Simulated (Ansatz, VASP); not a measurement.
# Two plane-wave programs on EuS

```
Eu S
1.0
     0.00000    2.97850    2.97850
     2.97850    0.00000    2.97850
     2.97850    2.97850    0.00000
Eu S
1 1
Direct
  0.00000 0.00000 0.00000
  0.50000 0.50000 0.50000
```

Alike in both runs: task single point; functional revPBE; dispersion D4; k mesh 8 × 8 × 8; collinear spin; Hubbard terms Eu f U = 3.0 eV.

|  | VASP | Ansatz |
| --- | --- | --- |
| version | VASP 6.6.1 | Ansatz 0.2.0 |
| potentials or method | VASP PAW PBE potentials, release 64 (Eu, S), cutoff 600 eV | plane waves, PAW |
| occupations | fermi-dirac, width 0.1 eV | fermi-dirac |
| valence electrons in the cell | 23 | 23 |

|  | VASP | Ansatz | Ansatz less VASP |
| --- | --- | --- | --- |
| gap on the k mesh at the Fermi level (eV) | none | none | - |
| net moment per atom (μB) | 3.50 | 3.50 | +0.001 |
| size of the moment on the site where the two differ most (μB) | 6.67 | 6.84 | +0.170 |

VASP's potentials were made for PBE, not for revPBE. Site moments also hang on the region over which each program counts them. The programs project onto different local orbitals, so the same U acts differently, and such runs can settle in different states. A gap of «none» marks a metal or a gap that the smearing closes. Ansatz's warnings: filled band counts differ across k points, given moment on shells.

Spin-orbit coupling is off throughout.
